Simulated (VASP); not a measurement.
# BiB (F-43m) in VASP: a series of runs

The runs below take BiB through single point, with PBE-based screened hybrid, HSE06.

Everything below comes from runs of VASP 6.6.1. Logs are shortened: lines on timing, memory, paths and dates and some standing lists are left out, and cuts for length are marked.

## 1. The cell of the first run

The structure is cubic, space group F-43m (No. 216). The conventional cell has a = 5.490 Å, b = 5.490 Å, c = 5.490 Å, α = 90.00°, β = 90.00°, γ = 90.00°. B (site symmetry -43m) has 4 Bi at 2.38 Å within 3.1 Å. Within 3.1 Å of Bi (site symmetry -43m) lie 4 B at 2.38 Å.

## 2. Single point, PBE-based screened hybrid

POSCAR

```
BiB
1.0
    0.0000000000      2.7448744688      2.7448744688
    2.7448744688      0.0000000000      2.7448744688
    2.7448744688      2.7448744688      0.0000000000
B Bi
1 1
Direct
    0.0000000000      0.0000000000      0.0000000000
    0.2500000000      0.2500000000      0.2500000000
```

INCAR.step1

```
SYSTEM = BiB
PREC     = Accurate       ! precision mode
ENCUT    = 520            ! plane-wave cutoff, eV
EDIFF    = 1E-5           ! SCF threshold, eV
ISMEAR   = 0              ! smearing method
SIGMA    = 0.01           ! smearing width, eV
LREAL    = .False.        ! projectors in reciprocal space
LASPH    = .True.         ! aspherical terms in the spheres
NELM     = 80             ! most SCF steps
ALGO     = Normal         ! electronic algorithm
ISIF     = 2              ! what is computed and relaxed
LWAVE    = .True.         ! write WAVECAR
LCHARG   = .False.        ! write CHGCAR
NBANDS   = 16             ! bands
GGA      = PE             ! functional
```

INCAR.step2

```
SYSTEM = BiB
PREC     = Accurate       ! precision mode
ENCUT    = 520            ! plane-wave cutoff, eV
EDIFF    = 1E-6           ! SCF threshold, eV
ISMEAR   = 0              ! smearing method
SIGMA    = 0.01           ! smearing width, eV
LREAL    = .False.        ! projectors in reciprocal space
LASPH    = .True.         ! aspherical terms in the spheres
NELM     = 80             ! most SCF steps
ALGO     = Normal         ! electronic algorithm
ISIF     = 2              ! what is computed and relaxed
LWAVE    = .False.        ! write WAVECAR
LCHARG   = .False.        ! write CHGCAR
GGA      = PE             ! functional
LHFCALC  = .True.         ! exact exchange
AEXX     = 0.15           ! exact-exchange fraction
HFSCREEN = 0.3            ! screening, 1/A
PRECFOCK = Normal       
NBANDS   = 16             ! bands
ISTART   = 1
```

KPOINTS

```
Automatic mesh
0
Gamma
  4 4 4
  0 0 0
```

Potentials or basis: VASP PAW PBE potentials, release 64 (B, Bi_d).

On the command line:

```console
cat potpaw_PBE.64/B/POTCAR potpaw_PBE.64/Bi_d/POTCAR > POTCAR
cp INCAR.step1 INCAR
mpirun -np 1 vasp_std > vasp.out
cp INCAR.step2 INCAR
mpirun -np 1 vasp_std > vasp.out
```

OUTCAR:

```text
SYSTEM = BiB
   PREC = Accurate
   ENCUT = 520
   EDIFF = 1E-6
   ISMEAR = 0
   LREAL = .False.
   LASPH = .True.
   NELM = 80
   ISIF = 2
   GGA = PE
   LHFCALC = .True.
   AEXX = 0.15
   HFSCREEN = 0.3
   PRECFOCK = Normal
   ISTART = 1

 ion  position               nearest neighbor table
   1  0.000  0.000  0.000-   2 2.38   2 2.38   2 2.38   2 2.38
   2  0.250  0.250  0.250-   1 2.38   1 2.38   1 2.38   1 2.38

  LATTYP: Found a face centered cubic cell.
 ALAT       =     5.4897489376

  Lattice vectors:

 A1 = (   0.0000000000,   2.7448744688,   2.7448744688)
 A2 = (   2.7448744688,   0.0000000000,   2.7448744688)
 A3 = (   2.7448744688,   2.7448744688,   0.0000000000)

Analysis of symmetry for initial positions (statically):
=====================================================================
 Subroutine PRICEL returns:
 Original cell was already a primitive cell.

 Routine SETGRP: Setting up the symmetry group for a
 face centered cubic supercell.

 Subroutine GETGRP returns: Found 24 space group operations
 (whereof 24 operations were pure point group operations)
 out of a pool of 48 trial point group operations.

The static configuration has the point symmetry T_d .

Analysis of symmetry for dynamics (positions and initial velocities):
=====================================================================
 Subroutine PRICEL returns:
 Original cell was already a primitive cell.

 Routine SETGRP: Setting up the symmetry group for a
 face centered cubic supercell.

 Subroutine GETGRP returns: Found 24 space group operations
 (whereof 24 operations were pure point group operations)
 out of a pool of 48 trial point group operations.

The dynamic configuration has the point symmetry T_d .

 Subroutine INISYM returns: Found 24 space group operations
 (whereof 24 operations are pure point group operations),
 and found     1 'primitive' translations

----------------------------------------------------------------------------------------

                                     Primitive cell

  volume of cell :      41.3616

  direct lattice vectors                    reciprocal lattice vectors
     0.000000000  2.744874469  2.744874469    -0.182157693  0.182157693  0.182157693
     2.744874469  0.000000000  2.744874469     0.182157693 -0.182157693  0.182157693
     2.744874469  2.744874469  0.000000000     0.182157693  0.182157693 -0.182157693

  length of vectors
     3.881838701  3.881838701  3.881838701     0.315506379  0.315506379  0.315506379

  position of ions in fractional coordinates (direct lattice)
     0.000000000  0.000000000  0.000000000
     0.250000000  0.250000000  0.250000000

  ion indices of the primitive-cell ions
   primitive index   ion index
                 1           1
                 2           2

----------------------------------------------------------------------------------------

 KPOINTS: Automatic mesh

Automatic generation of k-mesh.
 Grid dimensions read from file:
 generate k-points for:    4    4    4

 Generating k-lattice:

  Cartesian coordinates                     Fractional coordinates (reciprocal lattice)
    -0.045539423  0.045539423  0.045539423     0.250000000  0.000000000  0.000000000
     0.045539423 -0.045539423  0.045539423     0.000000000  0.250000000  0.000000000
     0.045539423  0.045539423 -0.045539423     0.000000000  0.000000000  0.250000000

  Length of vectors
     0.078876595  0.078876595  0.078876595

  Shift w.r.t. Gamma in fractional coordinates (k-lattice)
     0.000000000  0.000000000  0.000000000

 Subroutine IBZKPT returns following result:
 ===========================================

 Found      8 irreducible k-points:

 Following reciprocal coordinates:
            Coordinates               Weight
  0.000000  0.000000  0.000000      1.000000
  0.250000  0.000000  0.000000      8.000000
  0.500000  0.000000  0.000000      4.000000
  0.250000  0.250000  0.000000      6.000000
  0.500000  0.250000  0.000000     24.000000
 -0.250000  0.250000  0.000000     12.000000
  0.500000  0.500000  0.000000      3.000000
 -0.250000  0.500000  0.250000      6.000000
   k-points           NKPTS =      8   k-points in BZ     NKDIM =     64   number of bands    NBANDS=     16
   number of dos      NEDOS =    301   number of ions     NIONS =      2
   total plane-waves  NPLWV =  27000
   dimension x,y,z NGX =    30 NGY =   30 NGZ =   30
   dimension x,y,z NGXF=    60 NGYF=   60 NGZF=   60
   ions per type =               1   1
   NGX,Y,Z   is equivalent  to a cutoff of  12.85, 12.85, 12.85 a.u.
   NGXF,Y,Z  is equivalent  to a cutoff of  25.70, 25.70, 25.70 a.u.
 SYSTEM =  BiB
   PREC   = accura    normal or accurate (medium, high low for compatibility)
   ISTART =      1    job   : 0-new  1-cont  2-samecut
   ICHARG =      0    charge: 1-file 2-atom 10-const
   ISPIN  =      1    spin polarized calculation?
   LNONCOLLINEAR =      F non collinear calculations
   LSORBIT =      F    spin-orbit coupling
   LASPH  =      T    aspherical Exc in radial PAW
   ENCUT  =  520.0 eV  38.22 Ry    6.18 a.u.   7.22  7.22  7.22*2*pi/ulx,y,z
   NELM   =     80;   NELMIN=  2; NELMDL=  0     # of ELM steps
   EDIFF  = 0.1E-05   stopping-criterion for ELM
   LREAL  =      F    real-space projection
   EDIFFG = 0.1E-04   stopping-criterion for IOM
   NSW    =      0    number of steps for IOM
   IBRION =     -1    ionic relax: 0-MD 1-quasi-New 2-CG
   NFREE  =      0    steps in history (QN), initial steepest desc. (CG)
   ISIF   =      2    stress and relaxation
   ISYM   =      3    0-nonsym 1-usesym 2-fastsym
   POTIM  = 0.5000    time-step for ionic-motion
   TEBEG  =    0.0;   TEEND  =   0.0 temperature during run
   PSTRESS=    0.0 pullay stress
   NELECT =      18.0000    total number of electrons
   NUPDOWN=      -1.0000    fix difference up-down
   EMIN   =  10.00;   EMAX   =-10.00  energy-range for DOS
   EFERMI =   0.00;   METHOD = LEGACY
   ISMEAR =     0;   SIGMA  =   0.01  broadening in eV -4-tet -1-fermi 0-gaus
   EFERMI_NEDOS =   21; number of points for ismear=-14 and -15
   IALGO  =     38    algorithm
   IMIX   =      1    mixing-type and parameters
     AMIX     =   0.40;   BMIX     =  1.00
     AMIX_MAG =   1.60;   BMIX_MAG =  1.00
  volume/ion in A,a.u.               =      20.68       139.56
  Fermi-wavevector in a.u.,A,eV,Ry     =   1.240604  2.344402 20.940704  1.539098
  Thomas-Fermi vector in A             =   2.375038
   LORBIT       =      0    0 simple, 1 ext, 2 COOP (PROOUT), +10 PAW based schemes
   GGA     = PE    functional components
   LHFCALC =     T    Hartree Fock is set to
   PRECFOCK=normal    Normal, Fast or Accurate (Low or Medium for compatibility)
   ENCUT4O =  -1.0   cutoff for four orbital integrals eV
   NKREDX  =     1    reduce k-point grid by
   NKREDY  =     1    reduce k-point grid by
   NKREDZ  =     1    reduce k-point grid by
   AEXX    =    0.1500 exact exchange contribution
   HFSCREEN=    0.3000 screening length (either q_TF or 0.3 A-1)
   HFSCREENC=   0.3000 screening length for correlation (either q_TF or 0.3 A-1)
   ENCUTFOCK=  -1.0 apply spherical cutoff to Coloumb kernel
   IVDW    =     0    specifies the selected vdW correction
   LEPSILON=     F    determine dielectric tensor
   LRPA    =     F    only Hartree local field effects (RPA)
 non-spin polarized calculation
 Gauss-broadening in eV      SIGMA  =   0.01
  energy-cutoff  :      520.00
  volume of cell :       41.36
 maximum number of plane-waves:      1139
 NGX is ok and might be reduce to    30
  NGX = 24; NGY = 24; NGZ = 24

 number of electron      17.9999997 magnetization

 Free energy of the ion-electron system (eV)
  ---------------------------------------------------
  ext. energy  EPLUGINS =         0.00000000
  ---------------------------------------------------
  free energy    TOTEN  =        -9.45126244 eV

  energy without entropy =       -9.45126244  energy(sigma->0) =       -9.45126244

 E-fermi :   7.1749     XC(G=0):  -9.0673

 val. band max:        7.0419757065   @ k =   0.0000   0.0000   0.0000
 cond. band min:       7.6333302589   @ k =   0.0000   0.0000   0.0000
 fundamental gap:      0.5913545524
 Fermi energy:         7.1749147028

 k-point     1 :       0.0000    0.0000    0.0000
  band No.  band energies     occupation
      1     -17.1933      2.00000
      2     -17.1933      2.00000
      3     -17.1933      2.00000
      4     -17.1047      2.00000
      5     -17.1047      2.00000
      6      -7.8475      2.00000
[... 8 lines left out ...]
     15      18.0170      0.00000
     16      18.0170      0.00000

 k-point     2 :       0.2500    0.0000    0.0000
  band No.  band energies     occupation
      1     -17.1903      2.00000
      2     -17.1750      2.00000
      3     -17.1750      2.00000
      4     -17.1002      2.00000
      5     -17.1002      2.00000
      6      -7.0204      2.00000
[... 8 lines left out ...]
     15      16.7694      0.00000
     16      16.7694      0.00000

 k-point     3 :       0.5000    0.0000    0.0000
  band No.  band energies     occupation
      1     -17.1883      2.00000
      2     -17.1674      2.00000
      3     -17.1674      2.00000
      4     -17.0848      2.00000
      5     -17.0848      2.00000
      6      -5.6226      2.00000
[... 8 lines left out ...]
     15      18.7554      0.00000
     16      18.7554      0.00000

 k-point     4 :       0.2500    0.2500    0.0000
  band No.  band energies     occupation
      1     -17.2146      2.00000
      2     -17.1495      2.00000
      3     -17.1495      2.00000
      4     -17.1219      2.00000
      5     -17.0888      2.00000
      6      -6.7312      2.00000
[... 8 lines left out ...]
     15      18.1968      0.00000
     16      19.6151      0.00000

 k-point     5 :       0.5000    0.2500    0.0000
  band No.  band energies     occupation
      1     -17.2043      2.00000
      2     -17.1437      2.00000
      3     -17.1334      2.00000
      4     -17.1134      2.00000
      5     -17.0818      2.00000
      6      -5.2616      2.00000
[... 8 lines left out ...]
     15      19.2278      0.00000
     16      19.5347      0.00000

 k-point     6 :      -0.2500    0.2500    0.0000
  band No.  band energies     occupation
      1     -17.1849      2.00000
      2     -17.1625      2.00000
      3     -17.1481      2.00000
      4     -17.1043      2.00000
      5     -17.0931      2.00000
      6      -5.8226      2.00000
[... 8 lines left out ...]
     15      17.3832      0.00000
     16      18.9069      0.00000

 k-point     7 :       0.5000    0.5000    0.0000
  band No.  band energies     occupation
      1     -17.2350      2.00000
      2     -17.1422      2.00000
      3     -17.1046      2.00000
      4     -17.1046      2.00000
      5     -17.0729      2.00000
      6      -4.5958      2.00000
[... 8 lines left out ...]
     15      20.5290      0.00000
     16      20.8906      0.00000

 k-point     8 :      -0.2500    0.5000    0.2500
  band No.  band energies     occupation
      1     -17.1895      2.00000
      2     -17.1522      2.00000
      3     -17.1272      2.00000
      4     -17.1021      2.00000
      5     -17.0895      2.00000
      6      -4.5468      2.00000
[... 8 lines left out ...]
     15      19.3942      0.00000
     16      20.7149      0.00000

------------------------ aborting loop because EDIFF is reached ----------------------------------------

  FORCE on cell =-STRESS in cart. coord.  units (eV):
  Direction    XX          YY          ZZ          XY          YZ          ZX
  --------------------------------------------------------------------------------------
  -------------------------------------------------------------------------------------
  Total       -0.1475912     -0.1475912     -0.1475912     -0.0000000     -0.0000000      0.0000000
  in kB       -5.7170713     -5.7170713     -5.7170713     -0.0000000     -0.0000000      0.0000000
  external PRESSURE =      -5.7170713 kB  Pullay stress =       0.0000000 kB

 VOLUME and BASIS-vectors are now :
 -----------------------------------------------------------------------------
  energy-cutoff  :      520.00
  volume of cell :       41.36
      direct lattice vectors                 reciprocal lattice vectors
     0.000000000  2.744874469  2.744874469    -0.182157693  0.182157693  0.182157693
     2.744874469  0.000000000  2.744874469     0.182157693 -0.182157693  0.182157693
     2.744874469  2.744874469  0.000000000     0.182157693  0.182157693 -0.182157693

 POSITION                                       TOTAL-FORCE (eV/Angst)
 -----------------------------------------------------------------------------------
      0.00000      0.00000      0.00000         0.000000     -0.000000      0.000000
      1.37244      1.37244      1.37244        -0.000000      0.000000     -0.000000
 -----------------------------------------------------------------------------------
    total drift:                                0.000004      0.000010      0.000004

  FREE ENERGIE OF THE ION-ELECTRON SYSTEM (eV)
  ---------------------------------------------------
  free  energy   TOTEN  =        -9.4512624367 eV

  energy  without entropy=       -9.4512624367  energy(sigma->0) =       -9.45126244
```

Run time: 4 min. Hardware: 1 thread of AMD EPYC 9R45 (Zen 5), shared host; peak memory 0.24 GiB.

Results:

```
Free energy            : -9.4513 eV
Pressure               : -0.6 GPa
Band gap on the k mesh : 0.59 eV, direct
```

Levels at points of the mesh, in eV from the valence-band top:
| k point | band 5 | band 6 | band 7 | band 8 | band 9 | band 10 | band 11 | band 12 | band 13 | band 14 |
| --- | --- | --- | --- | --- | --- | --- | --- | --- | --- | --- |
| (0.00, 0.00, 0.00) | -24.15 | -14.89 | 0.00 | 0.00 | 0.00 | 0.59 | 3.07 | 3.07 | 3.07 | 6.60 |
| (0.50, 0.00, 0.00) | -24.13 | -12.66 | -8.13 | -1.69 | -1.69 | 0.66 | 4.48 | 4.48 | 6.44 | 8.93 |
| (0.50, 0.50, 0.00) | -24.11 | -11.64 | -8.32 | -3.65 | -3.65 | 1.06 | 1.20 | 8.93 | 9.27 | 9.27 |

Caveat: the k points lie up to 0.50 Å⁻¹ apart; the PAW data sets were made with another functional, which shifts forces and pressure a little; spin-orbit coupling is left out, which moves the levels of the heavy elements.

[end of part 1 of 3]
